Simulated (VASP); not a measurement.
Set up this calculation in VASP 6.6.1, as the native input.

```yaml
Task: single point
Functional: PBEsol
Potentials_or_basis: VASP PAW PBE potentials, release 64 (K_sv)
Cutoff: 500 eV
k_mesh: 10 × 10 × 10
Occupations: fermi-dirac, width 0.05 eV
Spin: no spin polarisation
Dipole_correction: no
Further_INCAR_settings: ALGO = Normal; EDIFF = 1e-06; NBANDS = 10
```

The structure of K lies in POSCAR:

```
K
1.0
   -2.6794535516      2.6794535516      2.6794535516
    2.6794535516     -2.6794535516      2.6794535516
    2.6794535516      2.6794535516     -2.6794535516
K
1
Direct
    0.0000000000      0.0000000000      0.0000000000
```

This cell differs from its parent crystal: volume scaled by 0.98.

The input as run:

INCAR

```
ALGO     = Normal         # electronic algorithm
EDIFF    = 1E-6           # SCF threshold, eV
ENCUT    = 500            # plane-wave cutoff, eV
GGA      = PS             # functional
GGA_COMPAT= F            
ISIF     = 2              # what is computed and relaxed
ISMEAR   = -1             # smearing method
LASPH    = T              # aspherical terms in the spheres
LCHARG   = T              # write CHGCAR
LELF     = T              # ELF
LREAL    = F              # projectors in reciprocal space
LVHAR    = T            
LWAVE    = F              # write WAVECAR
NBANDS   = 10             # bands
NELM     = 120            # most SCF steps
PREC     = Accurate       # precision mode
SIGMA    = 0.05           # smearing width, eV
```

KPOINTS

```
k-points
0
Gamma
  10 10 10
```

Potentials or basis: VASP PAW PBE potentials, release 64 (K_sv).

The run is started by

```bash
$ cat potpaw_PBE.64/K_sv/POTCAR > POTCAR
$ mpirun -np 1 vasp_std > vasp.out
```

It gave:

- Pressure: -0.3 GPa

Caveat: the PAW data sets were made with another functional, which shifts forces and pressure a little.

It took 12 s on 1 thread of Intel(R) Xeon(R) 6975P-C (Granite Rapids) (shared host), peak memory 0.2 GiB.
